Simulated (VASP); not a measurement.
The system is Pt.

```
Pt
1.0
     2.76067    0.00000    0.00000
    -1.38033    2.39081    0.00000
     0.00000    0.00000    4.79213
Pt
2
Direct
  0.66667 0.33333 0.75000
  0.33333 0.66667 0.25000
```

Base run:

* Program: VASP 6.6.1
* Functional: r2SCAN
* Potentials or basis: VASP PAW PBE potentials, release 64 (Pt)
* Cutoff: 520 eV
* k mesh: 9 × 9 × 5
* Occupations: fermi-dirac, width 0.1 eV
* Spin: no spin polarisation

Its results: band gap on the k mesh zero (band 10 reaches 10.47 eV, above the bottom of band 11 at 9.37 eV); pressure -5.9 GPa.

Question: After a change of settings the same cell gave: band gap on the k mesh zero (band 10 reaches 9.72 eV, above the bottom of band 11 at 9.13 eV); pressure 1.7 GPa. Which change was it?
A. potentials or basis from VASP PAW PBE potentials, release 64 (Pt) to VASP PAW PBE potentials, release 64 (Pt_sv_GW); cutoff from 520 eV to 550 eV; further incar settings from ALGO = Normal; EDIFF = 1e-06; NBANDS = 17 to ALGO = Normal; EDIFF = 1e-06; NBANDS = 25; valence electrons from 20 to 36
B. k mesh from 9 × 9 × 5 to 7 × 7 × 4; further incar settings from ALGO = Normal; EDIFF = 1e-06; NBANDS = 17 to ALGO = Normal; EDIFF = 1e-07; NBANDS = 17
C. k mesh from 9 × 9 × 5 to 3 × 3 × 2
D. k mesh from 9 × 9 × 5 to 5 × 5 × 3

Answer: C.

Caveats: some runs use coarse meshes; the PAW data sets were made with another functional, which shifts forces and pressure a little; spin-orbit coupling is left out, which moves the levels of the heavy elements.
